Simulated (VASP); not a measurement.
Write the native input for VASP 6.6.1 that does the following.

```
Task                   : electric field gradients
Functional             : LDA
Potentials or basis    : VASP PAW LDA potentials, release 64 (Zn, Se)
Cutoff                 : 520 eV
k mesh                 : 8 × 8 × 8
Occupations            : fermi-dirac, width 0.03 eV
Spin                   : no spin polarisation
Dipole correction      : no
Further INCAR settings : ALGO = Normal; EDIFF = 1e-08; NBANDS = 16
```

The structure of ZnSe lies in POSCAR:

```
ZnSe
1.0
    0.0000000000      2.7955007105      2.7955007105
    2.7955007105      0.0000000000      2.7955007105
    2.7955007105      2.7955007105      0.0000000000
Zn Se
1 1
Direct
    0.0000000000      0.0000000000      0.0000000000
    0.7500000000      0.7500000000      0.7500000000
```

These files were run (other wordings do the same):

INCAR

```
PREC = Accurate
ENCUT = 520
EDIFF = 1E-8
ISMEAR = -1
SIGMA = 0.03
LREAL = F
LASPH = T
NELM = 80
ALGO = Normal
ISIF = 2
LWAVE = F
LCHARG = F
GGA = CA
LEFG = T
NBANDS = 16
```

KPOINTS

```
regular mesh
0
Gamma
  8 8 8
```

Potentials or basis: VASP PAW LDA potentials, release 64 (Zn, Se).

The run is started by

```bash
$ cat potpaw_LDA.64/Zn/POTCAR potpaw_LDA.64/Se/POTCAR > POTCAR
$ mpirun -np 1 vasp_std > vasp.out
```

It gave:

```
Pressure                                : -0.5 GPa
Band gap on the k mesh                  : 1.24 eV
Largest electric field gradient by atom : zero within the noise of the run
```

It took 36 s on 1 thread of Intel Xeon 8259CL (shared host), peak memory 0.15 GiB.
